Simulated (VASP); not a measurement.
# Sc (P6_3/mmc) in VASP: notebook

Sc is run at these levels: PBEsol; tasks: relaxation of shape and atoms at fixed volume, single point.

All numbers are computed with VASP 6.6.1; they aren't measurements. Logs are shortened: lines on timing, memory, paths and dates and some standing lists are left out, and cuts for length are marked.

## Step 1: The cell of the first run

It takes space group P6_3/mmc (No. 194, hexagonal). The conventional cell has a = 2.473 Å, b = 2.473 Å, c = 3.853 Å, α = 90.00°, β = 90.00°, γ = 120.00°. Within 3.2 Å of Sc (site symmetry -6m2) lie 12 Sc at 2.40 to 2.47 Å.

## Step 2: Relaxation of shape and atoms at fixed volume, PBEsol

Contents of INCAR:

```
PREC = Accurate
ENCUT = 600
EDIFF = 1E-7
ISMEAR = -1
SIGMA = 0.1
LREAL = F
LASPH = T
NELM = 60
ALGO = Normal
ISIF = 4
LWAVE = F
LCHARG = F
GGA = PS
IBRION = 2
NSW = 50
EDIFFG = -0.005
```

Contents of KPOINTS:

```
regular mesh
0
Gamma
  15 15 8
```

Contents of POSCAR:

```
Sc
1.0
    2.4727328133      0.0000000000      0.0000000000
   -1.2363664066      2.1414494331      0.0000000000
    0.0000000000      0.0000000000      3.8532590879
Sc
2
Direct
    0.3333333333      0.6666666667      0.2500000000
    0.6666666667      0.3333333333      0.7500000000
```

Potentials or basis: VASP PAW PBE potentials, release 64 (Sc_sv).

Launch:

```console
> cat potpaw_PBE.64/Sc_sv/POTCAR > POTCAR
> mpirun -np 1 vasp_std > vasp.out
```

OUTCAR:

```text
PREC = Accurate
   ENCUT = 600
   EDIFF = 1E-7
   ISMEAR = -1
   LREAL = F
   LASPH = T
   NELM = 60
   ISIF = 4
   GGA = PS
   IBRION = 2
   NSW = 50
   EDIFFG = -0.005

 ion  position               nearest neighbor table
   1  0.333  0.667  0.250-   2 2.40   2 2.40   2 2.40   2 2.40   2 2.40   2 2.40
   2  0.667  0.333  0.750-   1 2.40   1 2.40   1 2.40   1 2.40   1 2.40   1 2.40

  LATTYP: Found a hexagonal cell.
 ALAT       =     2.4727328133
 C/A-ratio  =     1.5582998160

  Lattice vectors:

 A1 = (   2.4727328133,   0.0000000000,   0.0000000000)
 A2 = (  -1.2363664066,   2.1414494331,   0.0000000000)
 A3 = (   0.0000000000,   0.0000000000,   3.8532590879)

Analysis of symmetry for initial positions (statically):
=====================================================================
 Subroutine PRICEL returns:
 Original cell was already a primitive cell.

 Routine SETGRP: Setting up the symmetry group for a
 hexagonal supercell.

 Subroutine GETGRP returns: Found 24 space group operations
 (whereof 12 operations were pure point group operations)
 out of a pool of 24 trial point group operations.

The static configuration has the point symmetry D_3d.
 The point group associated with its full space group is D_6h.

Analysis of symmetry for dynamics (positions and initial velocities):
=====================================================================
 Subroutine PRICEL returns:
 Original cell was already a primitive cell.

 Routine SETGRP: Setting up the symmetry group for a
 hexagonal supercell.

 Subroutine GETGRP returns: Found 24 space group operations
 (whereof 12 operations were pure point group operations)
 out of a pool of 24 trial point group operations.

The dynamic configuration has the point symmetry D_3d.
 The point group associated with its full space group is D_6h.

 Subroutine INISYM returns: Found 24 space group operations
 (whereof 12 operations are pure point group operations),
 and found     1 'primitive' translations

----------------------------------------------------------------------------------------

                                     Primitive cell

  volume of cell :      20.4039

  direct lattice vectors                    reciprocal lattice vectors
     2.472732813  0.000000000  0.000000000     0.404410859  0.233486718  0.000000000
    -1.236366407  2.141449433  0.000000000     0.000000000  0.466973436  0.000000000
     0.000000000  0.000000000  3.853259088     0.000000000  0.000000000  0.259520571

  length of vectors
     2.472732813  2.472732813  3.853259088     0.466973436  0.466973436  0.259520571

  position of ions in fractional coordinates (direct lattice)
     0.333333333  0.666666667  0.250000000
     0.666666667  0.333333333  0.750000000

  ion indices of the primitive-cell ions
   primitive index   ion index
                 1           1
                 2           2

----------------------------------------------------------------------------------------

 KPOINTS: regular mesh

Automatic generation of k-mesh.
 Grid dimensions read from file:
 generate k-points for:   15   15    8

 Generating k-lattice:

  Cartesian coordinates                     Fractional coordinates (reciprocal lattice)
     0.026960724  0.015565781  0.000000000     0.066666667 -0.000000000  0.000000000
     0.000000000  0.031131562  0.000000000     0.000000000  0.066666667  0.000000000
     0.000000000  0.000000000  0.032440071     0.000000000  0.000000000  0.125000000

  Length of vectors
     0.031131562  0.031131562  0.032440071

  Shift w.r.t. Gamma in fractional coordinates (k-lattice)
     0.000000000  0.000000000  0.000000000

 Subroutine IBZKPT returns following result:
 ===========================================

 Found    135 irreducible k-points:

 Following reciprocal coordinates:
            Coordinates               Weight
  0.000000  0.000000  0.000000      1.000000
  0.066667 -0.000000  0.000000      6.000000
  0.133333  0.000000  0.000000      6.000000
  0.200000 -0.000000  0.000000      6.000000
  0.266667  0.000000  0.000000      6.000000
  0.333333 -0.000000  0.000000      6.000000
[... 16 lines left out ...]
  0.333333  0.200000  0.000000     12.000000
  0.400000  0.200000  0.000000      6.000000
 [... further k-points ...]
   k-points           NKPTS =    135   k-points in BZ     NKDIM =    135   number of bands    NBANDS=     15
   number of dos      NEDOS =    301   number of ions     NIONS =      2
   total plane-waves  NPLWV =  12800
   dimension x,y,z NGX =    20 NGY =   20 NGZ =   32
   dimension x,y,z NGXF=    40 NGYF=   40 NGZF=   64
   ions per type =               2
   NGX,Y,Z   is equivalent  to a cutoff of  13.45, 13.45, 13.81 a.u.
   NGXF,Y,Z  is equivalent  to a cutoff of  26.89, 26.89, 27.61 a.u.
 SYSTEM =  unknown system
   PREC   = accura    normal or accurate (medium, high low for compatibility)
   ISTART =      0    job   : 0-new  1-cont  2-samecut
   ICHARG =      2    charge: 1-file 2-atom 10-const
   ISPIN  =      1    spin polarized calculation?
   LNONCOLLINEAR =      F non collinear calculations
   LSORBIT =      F    spin-orbit coupling
   LASPH  =      T    aspherical Exc in radial PAW
   ENCUT  =  600.0 eV  44.10 Ry    6.64 a.u.   4.94  4.94  7.70*2*pi/ulx,y,z
   NELM   =     60;   NELMIN=  2; NELMDL= -5     # of ELM steps
   EDIFF  = 0.1E-06   stopping-criterion for ELM
   LREAL  =      F    real-space projection
   EDIFFG = -.5E-02   stopping-criterion for IOM
   NSW    =     50    number of steps for IOM
   IBRION =      2    ionic relax: 0-MD 1-quasi-New 2-CG
   NFREE  =      1    steps in history (QN), initial steepest desc. (CG)
   ISIF   =      4    stress and relaxation
   ISYM   =      2    0-nonsym 1-usesym 2-fastsym
   POTIM  = 0.5000    time-step for ionic-motion
   TEBEG  =    0.0;   TEEND  =   0.0 temperature during run
   PSTRESS=    0.0 pullay stress
   NELECT =      22.0000    total number of electrons
   NUPDOWN=      -1.0000    fix difference up-down
   EMIN   =  10.00;   EMAX   =-10.00  energy-range for DOS
   EFERMI =   0.00;   METHOD = LEGACY
   ISMEAR =    -1;   SIGMA  =   0.10  broadening in eV -4-tet -1-fermi 0-gaus
   EFERMI_NEDOS =   21; number of points for ismear=-14 and -15
   IALGO  =     38    algorithm
   IMIX   =      4    mixing-type and parameters
     AMIX     =   0.40;   BMIX     =  1.00
     AMIX_MAG =   1.60;   BMIX_MAG =  1.00
  volume/ion in A,a.u.               =      10.20        68.85
  Fermi-wavevector in a.u.,A,eV,Ry     =   1.678719  3.172319 38.342540  2.818097
  Thomas-Fermi vector in A             =   2.762758
   LORBIT       =      0    0 simple, 1 ext, 2 COOP (PROOUT), +10 PAW based schemes
   GGA     = PS    functional components
   LHFCALC =     F    Hartree Fock is set to
   AEXX    =    0.0000 exact exchange contribution
   IVDW    =     0    specifies the selected vdW correction
   LEPSILON=     F    determine dielectric tensor
   LRPA    =     F    only Hartree local field effects (RPA)
 conjugate gradient relaxation of ions
 non-spin polarized calculation
  energy-cutoff  :      600.00
  volume of cell :       20.40
 maximum number of plane-waves:       699
 NGX is ok and might be reduce to    20
   NGX =  9   NGY =  9   NGZ = 15

--------------------------------------- Ionic step        1  -------------------------------------------

 number of electron      21.9999998 magnetization

 Free energy of the ion-electron system (eV)
  ---------------------------------------------------
  ext. energy  EPLUGINS =         0.00000000
  ---------------------------------------------------
  free energy    TOTEN  =        -5.62965838 eV

  energy without entropy =       -5.56708274  energy(sigma->0) =       -5.59837056

------------------------ aborting loop because EDIFF is reached ----------------------------------------

  FORCE on cell =-STRESS in cart. coord.  units (eV):
  Direction    XX          YY          ZZ          XY          YZ          ZX
  --------------------------------------------------------------------------------------
  -------------------------------------------------------------------------------------
  Total       18.8468185     18.8468185     20.3109708      0.0000000     -0.0000000      0.0000000
  in kB     1479.9103359   1479.9103359   1594.8800958      0.0000000     -0.0000000      0.0000000
  external PRESSURE =    1518.2335892 kB  Pullay stress =       0.0000000 kB
[... 129 lines left out ...]
  energy  without entropy=       -5.6417541383  energy(sigma->0) =       -5.66830649

--------------------------------------- Ionic step        5  -------------------------------------------

 number of electron      21.9999998 magnetization

 Free energy of the ion-electron system (eV)
  ---------------------------------------------------
  ext. energy  EPLUGINS =         0.00000000
  ---------------------------------------------------
  free energy    TOTEN  =        -5.69499547 eV

  energy without entropy =       -5.64221979  energy(sigma->0) =       -5.66860763

 E-fermi :  10.6131     XC(G=0): -14.3242

 val. band max:       10.6097470641   @ k =   0.3333   0.1333   0.3750
 cond. band min:      10.6421931135   @ k =   0.2000   0.2000   0.3750
 fundamental gap:      0.0324460494
 Fermi energy:        10.6130669940

 k-point     1 :       0.0000    0.0000    0.0000
  band No.  band energies     occupation
      1     -38.3457      2.00000
      2     -37.0556      2.00000
      3     -18.6757      2.00000
      4     -14.1466      2.00000
      5     -14.1466      2.00000
      6     -14.1465      2.00000
      7     -13.7331      2.00000
      8     -13.7331      2.00000
      9       6.6536      2.00000
     10       7.9920      2.00000
     11      11.9083      0.00000
     12      12.9567      0.00000
     13      12.9567      0.00000
     14      13.9045      0.00000
     15      13.9045      0.00000
[... 397 lines left out ...]
 k-point    24 :       0.4000    0.2000    0.0000
  band No.  band energies     occupation
      1     -36.5225      2.00000
      2     -36.2566      2.00000
      3     -18.1301      2.00000
      4     -17.4229      2.00000
      5     -16.3293      2.00000
      6     -16.0973      2.00000
      7     -15.5115      2.00000
      8     -15.2178      2.00000
      9       7.2960      2.00000
     10       9.0639      2.00000
     11      10.4585      1.64868
     12      12.0189      0.00000
     13      12.4919      0.00000
     14      12.9170      0.00000
     15      14.4500      0.00000

 [... further k-points ...]

------------------------ aborting loop because EDIFF is reached ----------------------------------------

  FORCE on cell =-STRESS in cart. coord.  units (eV):
  Direction    XX          YY          ZZ          XY          YZ          ZX
  --------------------------------------------------------------------------------------
  -------------------------------------------------------------------------------------
  Total       19.0109120     19.0109120     19.0126206      0.0000000     -0.0000000      0.0000000
  in kB     1492.7954673   1492.7954674   1492.9296308      0.0000001     -0.0000000      0.0000000
  external PRESSURE =    1492.8401885 kB  Pullay stress =       0.0000000 kB
[... 17 lines left out ...]
  FREE ENERGIE OF THE ION-ELECTRON SYSTEM (eV)
  ---------------------------------------------------
  free  energy   TOTEN  =        -5.6949954703 eV

  energy  without entropy=       -5.6422197854  energy(sigma->0) =       -5.66860763

 reached required accuracy - stopping structural energy minimisation
```

It took 67 s on 1 thread of Intel Xeon 6975P-C (Granite Rapids), shared host; peak memory 0.17 GiB.

What came out:

```yaml
Free_energy: -5.6950 eV
Energy_gained_by_relaxing: 32.7 meV/atom
Ionic_steps: 5
Pressure_after_relaxing: 149.3 GPa
Band_gap_on_the_k_mesh: zero (band 11 reaches 11.93 eV, above the bottom of band 12 at 9.07 eV)
```

Step by step:
| step | energy change (eV) | largest force (eV/Å) | pressure (GPa) | volume (Å³) |
| --- | --- | --- | --- | --- |
| 1 | 0.0000 | 0.0000 | 151.82 | 20.40 |
| 2 | -0.0318 | 0.0000 | 151.13 | 20.40 |
| 3 | -0.0647 | 0.0000 | 149.11 | 20.40 |
| 4 | -0.0652 | 0.0000 | 149.37 | 20.40 |
| 5 | -0.0653 | 0.0000 | 149.28 | 20.40 |

Final structure:
```
Sc
1.0
     2.38698    0.00000    0.00000
    -1.19349    2.06718    0.00000
     0.00000    0.00000    4.13510
Sc
2
Direct
  0.33333 0.66667 0.25000
  0.66667 0.33333 0.75000
```

Caveat: the PAW data sets were made with another functional, which shifts forces and pressure a little.

## Step 3: Relaxation of shape and atoms at fixed volume, PBEsol

This run uses another cell than the first one, of 11.86 Å³/atom, 1.163 times its volume.

Contents of INCAR:

```
ALGO = Normal
EDIFF = 1E-6
EDIFFG = -0.005
ENCUT = 600
GGA = PS
IBRION = 2
ISIF = 4
ISMEAR = -1
LASPH = T
LCHARG = F
LREAL = F
LWAVE = F
NELM = 100
NSW = 50
PREC = Accurate
SIGMA = 0.1
```

Contents of KPOINTS:

```
k-points
0
Gamma
  15 15 8
```

Contents of POSCAR:

```
Sc
1.0
    2.6002256709      0.0000000000      0.0000000000
   -1.3001128354      2.2518614865      0.0000000000
    0.0000000000      0.0000000000      4.0519311844
Sc
2
Direct
    0.3333333333      0.6666666667      0.2500000000
    0.6666666667      0.3333333333      0.7500000000
```

Potentials or basis: VASP PAW PBE potentials, release 64 (Sc_sv).

Launch:

```console
> cat potpaw_PBE.64/Sc_sv/POTCAR > POTCAR
> mpirun -np 1 vasp_std > vasp.out
```

Run time: 1.7 min. Hardware: 1 thread of Intel Xeon 6975P-C, shared host; peak memory 0.19 GiB.

Results (log left out):

```yaml
Free_energy: -8.2789 eV
Energy_gained_by_relaxing: 11.3 meV/atom
Ionic_steps: 4
Pressure_after_relaxing: 103.1 GPa
Band_gap_on_the_k_mesh: zero (band 11 reaches 11.02 eV, above the bottom of band 12 at 8.26 eV)
```

The path:
| step | energy change (eV) | largest force (eV/Å) | pressure (GPa) | volume (Å³) |
| --- | --- | --- | --- | --- |
| 1 | 0.0000 | 0.0000 | 104.63 | 23.73 |
| 2 | -0.0107 | 0.0000 | 104.14 | 23.73 |
| 3 | -0.0224 | 0.0000 | 102.92 | 23.73 |
| 4 | -0.0225 | 0.0000 | 103.05 | 23.73 |

Final structure:
```cif
data_structure
_symmetry_space_group_name_H-M 'P 1'
_symmetry_Int_Tables_number 1
_cell_length_a 2.5430
_cell_length_b 2.5430
_cell_length_c 4.2364
_cell_angle_alpha 90.000
_cell_angle_beta 90.000
_cell_angle_gamma 120.000
_cell_volume 23.73
loop_
_atom_site_label
_atom_site_type_symbol
_atom_site_fract_x
_atom_site_fract_y
_atom_site_fract_z
_atom_site_occupancy
Sc1 Sc 0.33333 0.66667 0.25000 1
Sc2 Sc 0.66667 0.33333 0.75000 1
```

Levels at points of the mesh, in eV from the Fermi level:
| k point | band 9 | band 10 | band 11 | band 12 | band 13 | band 14 |
| --- | --- | --- | --- | --- | --- | --- |
| (0.00, 0.00, 0.00) | -4.85 | -2.71 | 1.91 | 2.25 | 2.25 | 3.18 |
| (0.00, 0.00, 0.50) | -2.63 | -2.63 | 1.20 | 1.20 | 2.22 | 2.22 |

Caveat: the PAW data sets were made with another functional, which shifts forces and pressure a little.

(Part 1 of 2 ends here.)
